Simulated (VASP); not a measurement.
Set up this calculation in VASP 6.6.1, as the native input.

```yaml
Task: single point
Functional: PBEsol
Potentials_or_basis: VASP PAW PBE potentials, release 64 (Co_sv, O)
Cutoff: 600 eV
k_mesh: 6 × 6 × 6
Occupations: fermi-dirac, width 0.05 eV
Spin: collinear spin, ferromagnetic start
Starting_moments: "[2.0, 0.0] μB"
Dipole_correction: no
Second_run: valence_matched
Further_INCAR_settings: ALGO = Normal; EDIFF = 1e-06; NBANDS = 22
```

The structure of CoO lies in POSCAR:

```
CoO
1.0
    1.6022198417      0.9250420569      2.5664708903
   -1.6022198417      0.9250420569      2.5664708903
    0.0000000000     -1.8500841138      2.5664708903
Co O
1 1
Direct
    0.9989783200      0.9989783200      0.9989783200
    0.7510210300      0.7510210300      0.7510210300
```

These files were run (other wordings do the same):

INCAR

```
ALGO = Normal
EDIFF = 1E-6
ENCUT = 600
GGA = PS
GGA_COMPAT = False
ISIF = 2
ISMEAR = -1
ISPIN = 2
LASPH = True
LCHARG = False
LMAXMIX = 4
LORBIT = 11
LREAL = False
LWAVE = False
MAGMOM = 2 0
NBANDS = 22
NELM = 200
PREC = Accurate
SIGMA = 0.05
```

KPOINTS

```
k-points
0
Gamma
  6 6 6
```

Potentials or basis: VASP PAW PBE potentials, release 64 (Co_sv, O).

The run is started by

```bash
$ cat potpaw_PBE.64/Co_sv/POTCAR potpaw_PBE.64/O/POTCAR > POTCAR
$ mpirun -np 1 vasp_std > vasp.out
```

It gave:

* Pressure: -10.4 GPa
* Largest force: 0.211 eV/Å
* Net moment: 2.74 μB per cell
* Site moments: Co +2.30; O +0.30 μB
* Valence electrons inside the program's atomic spheres: Co 14.93; O 4.96

Caveat: the k points lie up to 0.40 Å⁻¹ apart; the PAW data sets were made with another functional, which shifts forces and pressure a little; a cell with one magnetic atom can't hold antiferromagnetic order, which such compounds often take.

Run time: 38 s on 1 thread of AMD EPYC 7R13 Processor (Zen 3), on a shared host, peak memory 0.15 GiB.
